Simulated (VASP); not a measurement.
# SiO2 (P4_2/mnm) in VASP: notebook, part 2 of 2

VASP 6.6.1.

## 3. Single point, LDA (7.17 Å³/atom)

This run uses another cell than the first one, of 7.17 Å³/atom.

INCAR reads:

```
SYSTEM = SiO2
  ALGO = Normal
  EDIFF = 1E-6
  ENCUT = 1340
  GGA_COMPAT = .FALSE.
  ISIF = 2
  ISMEAR = 0
  LASPH = .TRUE.
  LCHARG = .FALSE.
  LREAL = .FALSE.
  LWAVE = .FALSE.
  NBANDS = 25
  NELM = 120
  PREC = Accurate
  SIGMA = 0.05
```

KPOINTS reads:

```
k-points
0
G
  6 6 10
  0 0 0
```

POSCAR reads:

```
SiO2
1.0
    4.2153019198      0.0000000000      0.0000000000
    0.0000000000      4.2153019198      0.0000000000
    0.0000000000      0.0000000000      2.4204263623
Si O
2 4
Direct
    0.5000000000      0.5000000000      0.5000000000
    0.0000000000      0.0000000000      0.0000000000
    0.6944252994      0.6944252994      0.0000000000
    0.1944252994      0.8055747006      0.5000000000
    0.3055747006      0.3055747006      0.0000000000
    0.8055747006      0.1944252994      0.5000000000
```

Potentials or basis: VASP PAW LDA potentials, release 64 (Si, O_h).

Command:

```console
cat potpaw_LDA.64/Si/POTCAR potpaw_LDA.64/O_h/POTCAR > POTCAR
mpirun -np 1 vasp_std > vasp.out
```

Run time: 1.8 min. Hardware: 1 thread of Intel Xeon 6975P-C (Granite Rapids), shared host; peak memory 0.33 GiB.

It converged, with:

```yaml
Free_energy: -51.0359 eV
Pressure: 35.1 GPa
Largest_force: 0.146 eV/Å
Band_gap_on_the_k_mesh: 7.18 eV
```

Forces on the atoms (eV/Å):
```
Si   0.000  0.000  0.000
Si   0.000  0.000  0.000
O    0.104  0.104  0.000
O    0.104 -0.104  0.000
O   -0.104 -0.104  0.000
O   -0.104  0.104  0.000
```

Stress tensor (GPa, compression positive):
```
 9.89  0.00  0.00
 0.00  9.89  0.00
 0.00  0.00 85.47
```

Levels at points of the mesh, in eV from the valence-band top:
```csv
k point,band 13,band 14,band 15,band 16,band 17,band 18,band 19,band 20
"(0.00, 0.00, 0.00)",-1.80,-1.01,-1.01,0.00,7.18,8.75,10.56,10.56
"(0.50, 0.00, 0.00)",-2.10,-2.10,-1.24,-1.24,9.43,9.43,10.58,10.58
"(0.50, 0.50, 0.00)",-2.60,-2.60,-2.59,-2.59,9.26,9.26,11.44,11.44
"(0.00, 0.00, 0.50)",-3.04,-3.04,-2.89,-2.89,9.84,9.84,12.68,12.68
"(0.50, 0.00, 0.50)",-2.58,-2.58,-1.86,-1.86,9.21,9.21,9.75,9.75
"(0.50, 0.50, 0.50)",-2.06,-2.06,-1.63,-1.63,7.68,7.68,11.15,11.15
```

Caveat: the stress differs along the axes, from 10 to 85 GPa. A k mesh can miss the band edges.

## 4. Single point, LDA (7.90 Å³/atom)

This run uses another cell than the first one, of 7.90 Å³/atom.

INCAR reads:

```
PREC = Accurate
ENCUT = 1340
EDIFF = 1E-6
ISMEAR = 0
SIGMA = 0.05
LREAL = F
LASPH = T
NELM = 120
ALGO = Normal
ISIF = 2
LWAVE = F
LCHARG = F
GGA = CA
NBANDS = 25
GGA_COMPAT = F
```

KPOINTS reads:

```
Automatic mesh
0
Gamma
  6 6 10
```

POSCAR, as its differences from that of step 3:

```diff
@@ -2,5 +2,5 @@
 1.0
-    4.2153019198      0.0000000000      0.0000000000
-    0.0000000000      4.2153019198      0.0000000000
-    0.0000000000      0.0000000000      2.4204263623
+    3.9518834979      0.0000000000      0.0000000000
+    0.0000000000      3.9518834979      0.0000000000
+    0.0000000000      0.0000000000      3.0362320915
 Si O
```

Potentials or basis: VASP PAW LDA potentials, release 64 (Si, O_h).

Command:

```console
cat potpaw_LDA.64/Si/POTCAR potpaw_LDA.64/O_h/POTCAR > POTCAR
mpirun -np 1 vasp_std > vasp.out
```

OUTCAR:

```text
PREC = Accurate
   ENCUT = 1340
   EDIFF = 1E-6
   ISMEAR = 0
   LREAL = F
   LASPH = T
   NELM = 120
   ISIF = 2
   GGA = CA

 ion  position               nearest neighbor table
   1  0.500  0.500  0.500-   4 1.71   6 1.71   5 1.87   3 1.87   3 1.87   5 1.87
   2  0.000  0.000  0.000-   3 1.71   5 1.71   4 1.87   6 1.87   4 1.87   6 1.87
   3  0.694  0.694  0.000-   2 1.71   1 1.87   1 1.87
   4  0.194  0.806  0.500-   1 1.71   2 1.87   2 1.87
   5  0.306  0.306  0.000-   2 1.71   1 1.87   1 1.87
   6  0.806  0.194  0.500-   1 1.71   2 1.87   2 1.87

  LATTYP: Found a simple tetragonal cell.
[... 880 lines left out ...]
  -------------------------------------------------------------------------------------
  Total        3.6511276      3.6511276    -15.9265976      0.0000000      0.0000000      0.0000000
  in kB      123.3656795    123.3656795   -538.1339059      0.0000000      0.0000000      0.0000000
  external PRESSURE =     -97.1341823 kB  Pullay stress =       0.0000000 kB

 VOLUME and BASIS-vectors are now :
 -----------------------------------------------------------------------------
  energy-cutoff  :     1340.00
  volume of cell :       47.42
      direct lattice vectors                 reciprocal lattice vectors
     3.951883498  0.000000000  0.000000000     0.253043897  0.000000000  0.000000000
     0.000000000  3.951883498  0.000000000     0.000000000  0.253043897  0.000000000
     0.000000000  0.000000000  3.036232092     0.000000000  0.000000000  0.329355586

 POSITION                                       TOTAL-FORCE (eV/Angst)
 -----------------------------------------------------------------------------------
      1.97594      1.97594      1.51812         0.000000      0.000000      0.000000
      0.00000      0.00000      0.00000         0.000000      0.000000      0.000000
      2.74429      2.74429      0.00000         0.549645      0.549645      0.000000
      0.76835      3.18354      1.51812         0.549645     -0.549645     -0.000000
      1.20760      1.20760      0.00000        -0.549645     -0.549645     -0.000000
      3.18354      0.76835      1.51812        -0.549645      0.549645      0.000000
 -----------------------------------------------------------------------------------
    total drift:                                0.000000     -0.000000      0.000000

  FREE ENERGIE OF THE ION-ELECTRON SYSTEM (eV)
  ---------------------------------------------------
  free  energy   TOTEN  =       -50.6926900355 eV

  energy  without entropy=      -50.6926900355  energy(sigma->0) =      -50.69269004
```

Wall time 3 min (1 thread of Intel Xeon Platinum 8259CL at 2.50GHz (Skylake/Cascade Lake), shared host); peak memory 0.36 GiB.

Results:

```yaml
Free_energy: -50.6927 eV
Pressure: -9.7 GPa
Largest_force: 0.777 eV/Å
Band_gap_on_the_k_mesh: 4.55 eV
```

Forces in eV/Å, atoms in the order of the input:
```
Si   0.000  0.000  0.000
Si   0.000  0.000  0.000
O    0.550  0.550  0.000
O    0.550 -0.550  0.000
O   -0.550 -0.550  0.000
O   -0.550  0.550  0.000
```

Caveat: the stress differs along the axes, from -54 to 12 GPa. A k mesh can miss the band edges.

## 5. The runs side by side

| cell | gap on the mesh (eV) | pressure (GPa) | largest force (eV/Å) |
| --- | --- | --- | --- |
| a = 3.868, b = 3.868, c = 2.972 Å, 6 atoms | 4.74 | 11.8 | 0.69 |
| a = 4.215, b = 4.215, c = 2.420 Å, 6 atoms | 7.18 | 35.1 | 0.15 |
| a = 3.952, b = 3.952, c = 3.036 Å, 6 atoms | 4.55 | -9.7 | 0.78 |

Alike in all rows: task single point; level LDA; potentials or basis VASP PAW LDA potentials, release 64 (Si, O_h); no spin polarisation; k mesh 6 × 6 × 10; cutoff (eV) 1340; smearing gaussian 0.05 eV.

Caveats: the stress differs along the axes, from -38 to 37 GPa (at least some runs); the stress differs along the axes, from 10 to 85 GPa (at least some runs); the stress differs along the axes, from -54 to 12 GPa (at least some runs).

Total energies depend on the potentials used, so only differences within one code and one set of settings carry meaning.
